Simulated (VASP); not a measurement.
# Ta (P6/mmm) in VASP: notebook, part 2 of 2

VASP 6.6.1. Earlier steps stand in the parts before.

### 3 Single point, PBE

Contents of INCAR:

```
SYSTEM = Ta
PREC = Accurate
ENCUT = 520
EDIFF = 1E-6
ISMEAR = -1
SIGMA = 0.05
LREAL = .False.
LASPH = .True.
NELM = 100
ALGO = Normal
ISIF = 2
LWAVE = .False.
LCHARG = .True.
GGA = PE
LELF = .True.
LVHAR = .True.
NBANDS = 12
```

Contents of KPOINTS:

```
Automatic mesh
0
Gamma
  15 15 14
  0 0 0
```

Contents of POSCAR:

```
Ta
1.0
    2.8706855714      0.0000000000      0.0000000000
   -1.4353427857      2.4860866311      0.0000000000
    0.0000000000      0.0000000000      2.7327164487
Ta
1
Direct
    0.0000000000      0.0000000000      0.0000000000
```

Potentials or basis: VASP PAW PBE potentials, release 64 (Ta_pv).

Command:

```bash
$ cat potpaw_PBE.64/Ta_pv/POTCAR > POTCAR
$ mpirun -np 1 vasp_std > vasp.out
```

It took 12 s on 1 thread of Intel Xeon 6975P-C (Granite Rapids), shared host; peak memory 0.17 GiB.

The run converged. Its results:

| Quantity | Value |
| --- | --- |
| Free energy | -11.1238 eV |
| Pressure | 2.1 GPa |

Levels at points of the mesh, in eV from the Fermi level:
| k point | band 1 | band 2 | band 3 | band 4 | band 5 | band 6 | band 7 | band 8 | band 9 | band 10 |
| --- | --- | --- | --- | --- | --- | --- | --- | --- | --- | --- |
| (0.00, 0.00, 0.00) | -33.78 | -33.72 | -33.72 | -7.96 | -3.07 | 0.45 | 0.45 | 6.00 | 6.00 | 12.62 |
| (0.00, 0.00, 0.50) | -34.99 | -33.62 | -33.62 | -4.52 | -0.60 | 1.29 | 1.29 | 2.52 | 2.52 | 9.91 |

Caveat: spin-orbit coupling is left out, which moves the levels of the heavy elements.

### 4 Single point, PBE

This run uses another cell than the first one: it holds 3 atoms, not 1.

Contents of INCAR:

```
SYSTEM = Ta
  ALGO = Normal
  EDIFF = 1E-6
  ENCUT = 520
  GGA = PE
  ISIF = 2
  ISMEAR = -1
  LASPH = .TRUE.
  LCHARG = .TRUE.
  LELF = .TRUE.
  LREAL = .FALSE.
  LVHAR = .TRUE.
  LWAVE = .FALSE.
  NBANDS = 24
  NELM = 80
  PREC = Accurate
  SIGMA = 0.05
```

Contents of KPOINTS:

```
k-points
0
G
  8 8 11
  0 0 0
```

Contents of POSCAR:

```
Ta
1.0
    4.8438784309      0.0000000000      0.0000000000
   -2.4219392154      4.1949217740      0.0000000000
    0.0000000000      0.0000000000      2.7206767824
Ta
3
Direct
    0.0000000000      0.0000000000      0.0000000000
    0.3333333333      0.6666666667      0.5000000000
    0.6666666667      0.3333333333      0.5000000000
```

Potentials or basis: VASP PAW PBE potentials, release 64 (Ta_pv).

Command:

```bash
$ cat potpaw_PBE.64/Ta_pv/POTCAR > POTCAR
$ mpirun -np 1 vasp_std > vasp.out
```

OUTCAR:

```text
SYSTEM = Ta
   EDIFF = 1E-6
   ENCUT = 520
   GGA = PE
   ISIF = 2
   ISMEAR = -1
   LASPH = .TRUE.
   LREAL = .FALSE.
   NELM = 80
   PREC = Accurate

 ion  position               nearest neighbor table
   1  0.000  0.000  0.000-   2 3.11   3 3.11   2 3.11   3 3.11   2 3.11   2 3.11   3 3.11   3 3.11
                             3 3.11   3 3.11   2 3.11   2 3.11
   2  0.333  0.667  0.500-   3 2.80   3 2.80   3 2.80   1 3.11   1 3.11   1 3.11   1 3.11   1 3.11
                             1 3.11
   3  0.667  0.333  0.500-   2 2.80   2 2.80   2 2.80   1 3.11   1 3.11   1 3.11   1 3.11   1 3.11
                             1 3.11

  LATTYP: Found a hexagonal cell.
 ALAT       =     4.8438784309
 C/A-ratio  =     0.5616732173

  Lattice vectors:

 A1 = (   4.8438784309,   0.0000000000,   0.0000000000)
 A2 = (  -2.4219392154,   4.1949217740,   0.0000000000)
 A3 = (   0.0000000000,   0.0000000000,   2.7206767824)

Analysis of symmetry for initial positions (statically):
=====================================================================
 Subroutine PRICEL returns:
 Original cell was already a primitive cell.

 Routine SETGRP: Setting up the symmetry group for a
 hexagonal supercell.

[... 163 lines left out ...]
  ---------------------------------------------------
  free energy    TOTEN  =       -34.76067194 eV

  energy without entropy =      -34.73136529  energy(sigma->0) =      -34.74601861

 E-fermi :   5.5936     XC(G=0): -12.4877

 val. band max:        5.5899915388   @ k =   0.2500   0.1250   0.2727
 cond. band min:       5.5994014019   @ k =   0.2500   0.2500   0.3636
 fundamental gap:      0.0094098630
 Fermi energy:         5.5935691533

 k-point     1 :       0.0000    0.0000    0.0000
  band No.  band energies     occupation
      1     -28.7528      2.00000
      2     -28.7528      2.00000
      3     -28.5346      2.00000
      4     -28.5346      2.00000
      5     -27.9294      2.00000
      6     -27.9294      2.00000
[... 637 lines left out ...]
     23       9.8967      0.00000
     24      10.0027      0.00000

 [... further k-points ...]
[... 5 lines left out ...]
  --------------------------------------------------------------------------------------
  -------------------------------------------------------------------------------------
  Total        0.7251926      0.7251926      0.7535849      0.0000000      0.0000000     -0.0000000
  in kB       21.0169600     21.0169600     21.8398027      0.0000000      0.0000000     -0.0000000
  external PRESSURE =      21.2912409 kB  Pullay stress =       0.0000000 kB

 VOLUME and BASIS-vectors are now :
 -----------------------------------------------------------------------------
  energy-cutoff  :      520.00
  volume of cell :       55.28
      direct lattice vectors                 reciprocal lattice vectors
     4.843878431  0.000000000  0.000000000     0.206446139  0.119191734  0.000000000
    -2.421939215  4.194921774  0.000000000     0.000000000  0.238383468  0.000000000
     0.000000000  0.000000000  2.720676782     0.000000000  0.000000000  0.367555605

 POSITION                                       TOTAL-FORCE (eV/Angst)
 -----------------------------------------------------------------------------------
      0.00000      0.00000      0.00000        -0.000000      0.000000      0.000000
     -0.00000      2.79661      1.36034         0.000000     -0.000000     -0.000000
      2.42194      1.39831      1.36034        -0.000000      0.000000      0.000000
 -----------------------------------------------------------------------------------
    total drift:                                0.000000      0.000000     -0.000000

  FREE ENERGIE OF THE ION-ELECTRON SYSTEM (eV)
  ---------------------------------------------------
  free  energy   TOTEN  =       -34.7606719388 eV

  energy  without entropy=      -34.7313652883  energy(sigma->0) =      -34.74601861
```

Run time: 28 s. Hardware: 1 thread of Intel Xeon 6975P-C (Granite Rapids), shared host; peak memory 0.2 GiB.

What came out:

```yaml
Free_energy: -34.7607 eV
Pressure: 2.1 GPa
```

Caveat: spin-orbit coupling is left out, which moves the levels of the heavy elements.

### 5 Single point, PBE

This run uses another cell than the first one: it holds 3 atoms, not 1.

Contents of INCAR:

```
PREC = Accurate
ENCUT = 520
EDIFF = 1E-6
ISMEAR = -1
SIGMA = 0.05
LREAL = F
LASPH = T
NELM = 100
ALGO = Normal
ISIF = 2
LWAVE = F
LCHARG = F
GGA = PE
NBANDS = 24
```

Contents of KPOINTS:

```
Automatic mesh
0
Gamma
  8 8 11
```

Contents of POSCAR:

```
Ta
1.0
    4.8435162005      0.0000000000      0.0000000000
   -2.4217581002      4.1946080733      0.0000000000
    0.0000000000      0.0000000000      2.7203871498
Ta
3
Direct
    0.0000000000      0.0000000000      0.0000000000
    0.3333333333      0.6666666667      0.5000000000
    0.6666666667      0.3333333333      0.5000000000
```

Command:

```bash
$ cat potpaw_PBE.64/Ta_pv/POTCAR > POTCAR
$ mpirun -np 1 vasp_std > vasp.out
```

Run time: 33 s. Hardware: 1 thread of Intel Xeon 6975P-C (Granite Rapids), shared host; peak memory 0.2 GiB.

The run converged. Its results:

| Item | Value |
| --- | --- |
| Free energy | -34.7605 eV |
| Pressure | 2.2 GPa |

Stress tensor (GPa, compression positive):
```
2.15 0.00 0.00
0.00 2.15 0.00
0.00 0.00 2.25
```

Levels at points of the mesh, in eV from the Fermi level:
```
           k point  band 13  band 14  band 15  band 16  band 17  band 18  band 19  band 20  band 21  band 22
(0.00, 0.00, 0.00)    -1.43    -1.43    -1.42    -1.42    -0.67     1.02     1.02     3.29     3.29     3.37
(0.50, 0.00, 0.00)    -1.88    -1.72    -1.54    -0.93    -0.65     0.80     2.14     3.52     3.57     3.62
```

Caveat: spin-orbit coupling is left out, which moves the levels of the heavy elements.

### 6 Overview

| cell | k mesh | gap on the mesh (eV) | pressure (GPa) |
| --- | --- | --- | --- |
| a = 2.870, b = 2.870, c = 2.733 Å, angles 90.0, 90.0, 120.0°, 1 atom | 15 × 15 × 14 | none | 2.2 |
| a = 2.871, b = 2.871, c = 2.733 Å, angles 90.0, 90.0, 120.0°, 1 atom | 15 × 15 × 14 | none | 2.1 |
| a = 4.844, b = 4.844, c = 2.721 Å, angles 90.0, 90.0, 120.0°, 3 atoms | 8 × 8 × 11 | none | 2.1 |
| a = 4.844, b = 4.844, c = 2.720 Å, angles 90.0, 90.0, 120.0°, 3 atoms | 8 × 8 × 11 | none | 2.2 |

Alike in all rows: task single point; level PBE; potentials or basis VASP PAW PBE potentials, release 64 (Ta_pv); no spin polarisation; cutoff (eV) 520; smearing fermi-dirac 0.05 eV.

Caveats: spin-orbit coupling is left out, which moves the levels of the heavy elements.

Total energies depend on the potentials used, so only differences within one code and one set of settings carry meaning.
